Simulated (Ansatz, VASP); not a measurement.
SrCl2: VASP beside Ansatz

File POSCAR:

```
SrCl2
1.0
    0.0000000000      3.4976509443      3.4976509443
    3.4976509443      0.0000000000      3.4976509443
    3.4976509443      3.4976509443      0.0000000000
Sr Cl
1 2
Direct
    0.0000000000      0.0000000000      0.0000000000
    0.2500000000      0.2500000000      0.2500000000
    0.7500000000      0.7500000000      0.7500000000
```

The input INCAR.step1:

```
SYSTEM = SrCl2
PREC = Accurate
ENCUT = 520
EDIFF = 1E-5
ISMEAR = 0
SIGMA = 0.01
LREAL = .FALSE.
LASPH = .TRUE.
NELM = 100
ALGO = Normal
ISIF = 2
LWAVE = .TRUE.
LCHARG = .FALSE.
NBANDS = 19
GGA = PE
```

INCAR.step2

```
SYSTEM = SrCl2
PREC = Accurate
ENCUT = 520
EDIFF = 1E-7
ISMEAR = 0
SIGMA = 0.01
LREAL = .FALSE.
LASPH = .TRUE.
NELM = 100
ALGO = Normal
ISIF = 2
LWAVE = .FALSE.
LCHARG = .FALSE.
GGA = PE
LHFCALC = .TRUE.
AEXX = 0.5
HFSCREEN = 0.2078
PRECFOCK = Normal
NBANDS = 19
ISTART = 1
```

File KPOINTS:

```
Automatic mesh
0
G
  4 4 4
  0 0 0
```

Input for Ansatz:

```yaml
crystal:
  lattice:
    - [0.0, 3.4976509443, 3.4976509443]
    - [3.4976509443, 0.0, 3.4976509443]
    - [3.4976509443, 3.4976509443, 0.0]
  atoms:
    - { symbol: Sr, position: [0.0, 0.0, 0.0] }
    - { symbol: Cl, position: [0.25, 0.25, 0.25] }
    - { symbol: Cl, position: [0.75, 0.75, 0.75] }
kpoints:
  mp_grid: { grid: [4, 4, 4] }
hamiltonian:
  xc:
    exchange: pbe
    correlation: pbe
    exx: { coeff: 0.5, omega: 0.2078 }
scf:
  occupations: { method: fixed }
  n_extra_bands: 4
output:
  forces: true
  stress: true
  eigenvalues: true
```

Alike in both runs: task single point; functional PBE-based screened hybrid; k mesh 4 × 4 × 4; no spin polarisation.

|  | VASP | Ansatz |
| --- | --- | --- |
| version | VASP 6.6.1 | Ansatz 0.2.0 |
| potentials or method | VASP PAW PBE potentials, release 64 (Sr_sv, Cl) | plane waves |
| plane-wave cutoff (eV) | 520 | 420 |
| occupations | gaussian, width 0.01 eV | fixed |
| valence electrons in the cell | 24 | 24 |

|  | VASP | Ansatz | Ansatz less VASP |
| --- | --- | --- | --- |
| gap on the k mesh at the Fermi level (eV) | 7.90 | 7.91 | +0.011 |
| pressure (GPa) | -0.3 | -0.3 | -0.04 |

VASP's potentials were made for PBE, not for PBE-based screened hybrid. Ansatz's warnings: stress exchange threshold loose, stress scf threshold loose.
